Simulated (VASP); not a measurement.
Crystal: K3AlO2.

```
K Al O
1.0
     3.29527    1.90253    3.66591
    -3.29527    1.90253    3.66591
     0.00000   -3.80505    3.66591
K Al O
3 1 2
Direct
  0.00000 0.00000 0.50000
  0.50000 0.00000 0.00000
  0.00000 0.50000 0.00000
  0.50000 0.50000 0.50000
  0.27567 0.27567 0.27567
  0.72433 0.72433 0.72433
```

The cell was built from a structure type or drawn by symmetry, and may not be a known phase.

- Program: VASP 6.6.1
- Task: relaxation of cell and atoms
- Functional: PBE
- Potentials or basis: VASP PAW PBE potentials, release 64 (K_sv, Al, O_h)
- Cutoff: 910 eV
- k mesh: 3 × 3 × 3
- Occupations: gaussian, width 0.1 eV
- Spin: no spin polarisation

At the start: pressure 9.2 GPa; volume 22.98 Å³/atom.

Question: How do energy, volume and symmetry change on relaxing?

Answer: Over 18 steps the energy falls by 911.0 meV/atom and the volume is 27.10 Å³/atom (+17.9 %); space group R-3m (No. 166, to 0.1 Å) before and after.

The path:
| step | energy change (eV) | largest force (eV/Å) | pressure (GPa) | volume (Å³) |
| --- | --- | --- | --- | --- |
| 1 | 0.0000 | 4.2903 | 9.20 | 137.90 |
| 2 | -3.2491 | 2.7034 | -1.98 | 164.90 |
| 3 | -4.2511 | 2.4719 | -5.47 | 184.38 |
| 4 | -3.3976 | 2.2270 | -5.66 | 224.52 |
| 5 | -4.3785 | 2.3595 | -6.21 | 191.20 |
| 6 | -3.2748 | 10.9930 | 8.67 | 166.53 |
| 7 | -4.8517 | 2.0086 | -5.36 | 185.63 |
| 8 | -5.1455 | 1.3198 | -4.31 | 181.99 |
| 9 | -5.2631 | 0.9975 | -1.44 | 176.01 |
| 10 | -5.2896 | 0.0475 | -2.67 | 178.14 |
| 11 | -5.2915 | 0.1245 | -2.46 | 177.75 |
| 12 | -5.4441 | 0.2354 | -0.92 | 166.26 |
| 13 | -5.4548 | 0.3537 | -0.38 | 162.73 |
| 14 | -5.4549 | 0.3638 | -0.33 | 162.44 |
| 15 | -5.4527 | 0.3145 | 0.69 | 160.57 |
| 16 | -5.4594 | 0.0701 | 0.12 | 161.58 |
| 17 | -5.4615 | 0.0550 | 0.09 | 161.84 |
| 18 | -5.4659 | 0.0040 | 0.00 | 162.62 |

Final structure:
```
K Al O
1.0
     3.83183    2.21231    3.19727
    -3.83183    2.21231    3.19727
     0.00000   -4.42462    3.19727
K Al O
3 1 2
Direct
  0.00000 0.00000 0.50000
  0.50000 0.00000 0.00000
  0.00000 0.50000 0.00000
  0.50000 0.50000 0.50000
  0.32231 0.32231 0.32231
  0.67769 0.67769 0.67769
```

Caveat: the cutoff is under 1.25 times the usual one of these potentials, so pressure, stress and relaxed cells hold a basis-set (Pulay) error; the volume moved by over 15 % at a fixed basis, so the end points are rough.
